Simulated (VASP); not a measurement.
# Mg2Si (Fm-3m) in VASP: elastic constants with r2SCAN

Aim: the elastic constants of Mg2Si with r2SCAN.

Everything below comes from runs of VASP 6.6.1. Logs are shortened: lines on timing, memory, paths and dates and some standing lists are left out, and cuts for length are marked.

### Step 1. The cell of the first run

The structure is cubic, space group Fm-3m (No. 225). Conventional cell: a = 6.338 Å, b = 6.338 Å, c = 6.338 Å, α = 90.00°, β = 90.00°, γ = 90.00°. Mg (site symmetry -43m) has 4 Si at 2.74 Å and 6 Mg at 3.17 Å within 3.6 Å. Within 3.6 Å of Si (site symmetry m-3m) lie 8 Mg at 2.74 Å.

### Step 2. Elastic constants, r2SCAN

Contents of INCAR:

```
ALGO = Normal ; EDIFF = 1E-8
ENCUT = 660 ; GGA_COMPAT = False
IBRION = 6 ; ISIF = 3
ISMEAR = 0 ; LASPH = True
LCHARG = True ; LMIXTAU = True
LREAL = False ; LWAVE = False
METAGGA = R2SCAN ; NELM = 120
NFREE = 2 ; NSW = 1
POTIM = 0.015 ; PREC = Accurate
SIGMA = 0.01
```

Contents of KPOINTS:

```
k-points
0
Gamma
  6 6 6
```

Contents of POSCAR:

```
Mg2Si
1.0
    0.0000000000      3.1692463964      3.1692463964
    3.1692463964      0.0000000000      3.1692463964
    3.1692463964      3.1692463964      0.0000000000
Mg Si
2 1
Direct
    0.2500000000      0.2500000000      0.2500000000
    0.7500000000      0.7500000000      0.7500000000
    0.0000000000      0.0000000000      0.0000000000
```

Potentials or basis: VASP PAW PBE potentials, release 64 (Mg, Si).

The run is started by

```sh
> cat potpaw_PBE.64/Mg/POTCAR potpaw_PBE.64/Si/POTCAR > POTCAR
> mpirun -np 1 vasp_std > vasp.out
```

OUTCAR:

```text
EDIFF = 1E-8
   ENCUT = 660
   IBRION = 6
   ISIF = 3
   ISMEAR = 0
   LASPH = True
   LREAL = False
   METAGGA = R2SCAN
   NELM = 120
   NFREE = 2
   NSW = 1
   POTIM = 0.015
   PREC = Accurate

 ion  position               nearest neighbor table
   1  0.250  0.250  0.250-   3 2.74   3 2.74   3 2.74   3 2.74   2 3.17   2 3.17   2 3.17   2 3.17
                             2 3.17   2 3.17
   2  0.750  0.750  0.750-   3 2.74   3 2.74   3 2.74   3 2.74   1 3.17   1 3.17   1 3.17   1 3.17
                             1 3.17   1 3.17
   3  0.000  0.000  0.000-   2 2.74   2 2.74   2 2.74   1 2.74   2 2.74   1 2.74   1 2.74   1 2.74

  LATTYP: Found a face centered cubic cell.
 ALAT       =     6.3384927928

  Lattice vectors:

 A1 = (   0.0000000000,   3.1692463964,   3.1692463964)
 A2 = (   3.1692463964,   0.0000000000,   3.1692463964)
 A3 = (   3.1692463964,   3.1692463964,   0.0000000000)

Analysis of symmetry for initial positions (statically):
=====================================================================
 Subroutine PRICEL returns:
 Original cell was already a primitive cell.

 Routine SETGRP: Setting up the symmetry group for a
 face centered cubic supercell.

 Subroutine GETGRP returns: Found 48 space group operations
 (whereof 48 operations were pure point group operations)
 out of a pool of 48 trial point group operations.

The static configuration has the point symmetry O_h .

Analysis of symmetry for dynamics (positions and initial velocities):
=====================================================================
 Subroutine PRICEL returns:
 Original cell was already a primitive cell.

 Routine SETGRP: Setting up the symmetry group for a
 face centered cubic supercell.

 Subroutine GETGRP returns: Found 48 space group operations
 (whereof 48 operations were pure point group operations)
 out of a pool of 48 trial point group operations.

The dynamic configuration has the point symmetry O_h .

 Subroutine INISYM returns: Found 48 space group operations
 (whereof 48 operations are pure point group operations),
 and found     1 'primitive' translations

----------------------------------------------------------------------------------------

                                     Primitive cell

  volume of cell :      63.6646

  direct lattice vectors                    reciprocal lattice vectors
     0.000000000  3.169246396  3.169246396    -0.157766212  0.157766212  0.157766212
     3.169246396  0.000000000  3.169246396     0.157766212 -0.157766212  0.157766212
     3.169246396  3.169246396  0.000000000     0.157766212  0.157766212 -0.157766212

  length of vectors
     4.481991236  4.481991236  4.481991236     0.273259096  0.273259096  0.273259096

  position of ions in fractional coordinates (direct lattice)
     0.250000000  0.250000000  0.250000000
     0.750000000  0.750000000  0.750000000
     0.000000000  0.000000000  0.000000000

  ion indices of the primitive-cell ions
   primitive index   ion index
                 1           1
                 2           2
                 3           3

----------------------------------------------------------------------------------------

 KPOINTS: k-points

Automatic generation of k-mesh.
 Grid dimensions read from file:
 generate k-points for:    6    6    6

 Generating k-lattice:

  Cartesian coordinates                     Fractional coordinates (reciprocal lattice)
    -0.026294369  0.026294369  0.026294369     0.166666667  0.000000000  0.000000000
     0.026294369 -0.026294369  0.026294369     0.000000000  0.166666667  0.000000000
     0.026294369  0.026294369 -0.026294369     0.000000000  0.000000000  0.166666667

  Length of vectors
     0.045543183  0.045543183  0.045543183

  Shift w.r.t. Gamma in fractional coordinates (k-lattice)
     0.000000000  0.000000000  0.000000000

 Subroutine IBZKPT returns following result:
 ===========================================

[... 57 lines left out ...]
     AMIX     =   0.40;   BMIX     =  1.00
     AMIX_MAG =   1.60;   BMIX_MAG =  1.00
  volume/ion in A,a.u.               =      21.22       143.21
  Fermi-wavevector in a.u.,A,eV,Ry     =   0.819984  1.549545  9.148205  0.672374
  Thomas-Fermi vector in A             =   1.930886
   LORBIT       =      0    0 simple, 1 ext, 2 COOP (PROOUT), +10 PAW based schemes
   METAGGA = R2SCAN    functional components
   LHFCALC =     F    Hartree Fock is set to
   AEXX    =    0.0000 exact exchange contribution
   IVDW    =     0    specifies the selected vdW correction
   LEPSILON=     F    determine dielectric tensor
   LRPA    =     F    only Hartree local field effects (RPA)
 finite differences with symmetry
 non-spin polarized calculation
 Gauss-broadening in eV      SIGMA  =   0.01
  energy-cutoff  :      660.00
  volume of cell :       63.66
 maximum number of plane-waves:      2475
 NGX is ok and might be reduce to    40
   NGX = 19   NGY = 19   NGZ = 19

--------------------------------------- Ionic step        1  -------------------------------------------

 number of electron       8.0000000 magnetization

 Free energy of the ion-electron system (eV)
  ---------------------------------------------------
  ext. energy  EPLUGINS =         0.00000000
  ---------------------------------------------------
  free energy    TOTEN  =       -17.66941058 eV

  energy without entropy =      -17.66941058  energy(sigma->0) =      -17.66941058

------------------------ aborting loop because EDIFF is reached ----------------------------------------

  FORCE on cell =-STRESS in cart. coord.  units (eV):
  Direction    XX          YY          ZZ          XY          YZ          ZX
  --------------------------------------------------------------------------------------
  -------------------------------------------------------------------------------------
  Total       -0.1207897     -0.1207897     -0.1207897      0.0000000      0.0000000     -0.0000000
  in kB       -3.0397826     -3.0397826     -3.0397826      0.0000000      0.0000000     -0.0000000
  external PRESSURE =      -3.0397826 kB  Pullay stress =       0.0000000 kB
[... 92 lines left out ...]
  FREE ENERGIE OF THE ION-ELECTRON SYSTEM (eV)
  ---------------------------------------------------
  free  energy   TOTEN  =       -17.6654440104 eV

  energy  without entropy=      -17.6654440104  energy(sigma->0) =      -17.66544401

[... ionic steps 4 to 14 ...]

--------------------------------------- Ionic step       15  -------------------------------------------

 number of electron       8.0000000 magnetization

------------------------ aborting loop because EDIFF is reached ----------------------------------------
[... 69 lines left out ...]
--------------------------------------- Ionic step       17  -------------------------------------------

 number of electron       8.0000000 magnetization

 Free energy of the ion-electron system (eV)
  ---------------------------------------------------
  ext. energy  EPLUGINS =         0.00000000
  ---------------------------------------------------
  free energy    TOTEN  =       -17.66882037 eV

  energy without entropy =      -17.66882037  energy(sigma->0) =      -17.66882037

 E-fermi :   3.6193     XC(G=0):  -9.2044

 val. band max:        3.5638905042   @ k =   0.0000   0.0000   0.0000
 cond. band min:       4.0076322345   @ k =   0.5000   0.5000   0.0000
 fundamental gap:      0.4437417303
 Fermi energy:         3.6192537630

 k-point     1 :       0.0000    0.0000    0.0000
  band No.  band energies     occupation
      1      -5.9783      2.00000
      2       3.5634      2.00000
      3       3.5634      2.00000
      4       3.5639      2.00000
      5       6.0574      0.00000
      6       6.4014      0.00000
      7       6.4017      0.00000
      8       6.4017      0.00000
[... 243 lines left out ...]
 k-point    24 :       0.0000   -0.3333    0.3333
  band No.  band energies     occupation
      1      -4.0407      2.00000
      2      -0.3042      2.00000
      3      -0.2199      2.00000
      4       2.1058      2.00000
      5       4.8816      0.00000
      6       8.1454      0.00000
      7       9.1534      0.00000
      8       9.3830      0.00000

 [... further k-points ...]

------------------------ aborting loop because EDIFF is reached ----------------------------------------

  FORCE on cell =-STRESS in cart. coord.  units (eV):
  Direction    XX          YY          ZZ          XY          YZ          ZX
  --------------------------------------------------------------------------------------
  -------------------------------------------------------------------------------------
  Total       -0.1198539     -0.1187695     -0.1187695     -0.0000000      0.0000000      0.0000000
  in kB       -3.0162331     -2.9889429     -2.9889429     -0.0000000      0.0000000      0.0000000
  external PRESSURE =      -2.9980396 kB  Pullay stress =       0.0000000 kB
[... 18 lines left out ...]
  FREE ENERGIE OF THE ION-ELECTRON SYSTEM (eV)
  ---------------------------------------------------
  free  energy   TOTEN  =       -17.6688203684 eV

  energy  without entropy=      -17.6688203684  energy(sigma->0) =      -17.66882037

 INTERNAL STRAIN TENSORS FROM STRAINED CELLS
 ============================================

 INTERNAL STRAIN TENSOR FOR ION    1 for displacements in x,y,z  (eV/Angst):
          X           Y           Z          XY          YZ          ZX
  --------------------------------------------------------------------------------
  x     0.00000     0.00000     0.00000     0.00000    -1.40580    -0.00000
  y     0.00000    -0.00000    -0.00000     0.00000     0.00000    -1.40581
  z     0.00000     0.00000    -0.00000    -1.40580    -0.00000    -0.00000

 INTERNAL STRAIN TENSORS FROM DISPLACED ATOMS
 ============================================

 INTERNAL STRAIN TENSOR FOR ION    1 for displacements in x,y,z  (eV/Angst):
          X           Y           Z          XY          YZ          ZX
  --------------------------------------------------------------------------------
  x    -0.00000    -0.00000    -0.00000     0.00000    -1.40141     0.00000
  y    -0.00000    -0.00000    -0.00000     0.00000     0.00000    -1.40141
  z    -0.00000    -0.00000    -0.00000    -1.40141     0.00000     0.00000

 INTERNAL STRAIN TENSOR FOR ION    3 for displacements in x,y,z  (eV/Angst):
          X           Y           Z          XY          YZ          ZX
  --------------------------------------------------------------------------------
  x     0.00000     0.00000     0.00000     0.00000     0.00000     0.00000
  y     0.00000     0.00000     0.00000     0.00000     0.00000     0.00000
  z     0.00000     0.00000     0.00000     0.00000     0.00000     0.00000

 Eigenvectors and eigenvalues of the dynamical matrix
 ----------------------------------------------------

   1 f  =    8.487165 THz    53.326432 2PiTHz  283.101360 cm-1    35.100079 meV
             X         Y         Z           dx          dy          dz
      1.584623  1.584623  1.584623     0.323666   -0.280249    0.000000
      4.753870  4.753870  4.753870     0.323666   -0.280249   -0.000000
      0.000000  0.000000  0.000000    -0.601667    0.520959    0.000000
[... 43 lines left out ...]
   9 f/i=    0.003588 THz     0.022542 2PiTHz    0.119674 cm-1     0.014838 meV
             X         Y         Z           dx          dy          dz
      1.584623  1.584623  1.584623    -0.032350   -0.561831   -0.000000
      4.753870  4.753870  4.753870    -0.032350   -0.561831   -0.000000
      0.000000  0.000000  0.000000    -0.034806   -0.604472    0.000000

--------------------------------------------------------------------------------------------------------

 ELASTIC MODULI CONTR FROM IONIC RELAXATION (kBar)
 Direction    XX          YY          ZZ          XY          YZ          ZX
 --------------------------------------------------------------------------------
 XX          -0.0000     -0.0000     -0.0000     -0.0000     -0.0000     -0.0000
 YY          -0.0000     -0.0000     -0.0000     -0.0000     -0.0000     -0.0000
 ZZ          -0.0000     -0.0000     -0.0000     -0.0000     -0.0000     -0.0000
 XY          -0.0000     -0.0000     -0.0000    -15.8640      0.0000      0.0000
 YZ          -0.0000     -0.0000     -0.0000      0.0000    -15.8640      0.0000
 ZX          -0.0000     -0.0000     -0.0000      0.0000      0.0000    -15.8640
 --------------------------------------------------------------------------------

 TOTAL ELASTIC MODULI (kBar)
 Direction    XX          YY          ZZ          XY          YZ          ZX
 --------------------------------------------------------------------------------
 XX        1280.4394    234.6572    234.6572     -0.0000      0.0000      0.0000
 YY         234.6572   1280.4394    234.6572     -0.0000     -0.0000      0.0000
 ZZ         234.6572    234.6572   1280.4394      0.0000      0.0000     -0.0000
 XY          -0.0000     -0.0000      0.0000    501.6559      0.0000      0.0000
 YZ           0.0000     -0.0000      0.0000      0.0000    501.6559      0.0000
 ZX           0.0000      0.0000     -0.0000      0.0000      0.0000    501.6559
 --------------------------------------------------------------------------------
```

It took 20 min on 1 thread of Intel Xeon 6975P-C (Granite Rapids), shared host; peak memory 0.32 GiB.

What came out:

| Property | Result |
| --- | --- |
| Elastic constants C11, C12, C44 | 128, 23, 50 GPa |
| Voigt bulk modulus | 58 GPa |
| Highest phonon frequency at Γ | 283 cm⁻¹ |

Phonon frequencies in cm⁻¹ (negative: imaginary):
| q point | frequencies |
| --- | --- |
| (0.000, 0.000, 0.000) | 0 0 0 264 264 264 283 283 283 |

Elastic tensor in Voigt notation (GPa, in the Cartesian axes of the cell as first typed):
```
128  23  23   0   0   0
 23 128  23   0   0   0
 23  23 128   0   0   0
  0   0   0  50   0   0
  0   0   0   0  50   0
  0   0   0   0   0  50
```

Clamped-ion elastic tensor (GPa):
```
128  23  23   0   0   0
 23 128  23   0   0   0
 23  23 128   0   0   0
  0   0   0  52   0   0
  0   0   0   0  52   0
  0   0   0   0   0  52
```

Caveat: the PAW data sets were made with another functional, which shifts forces and pressure a little.
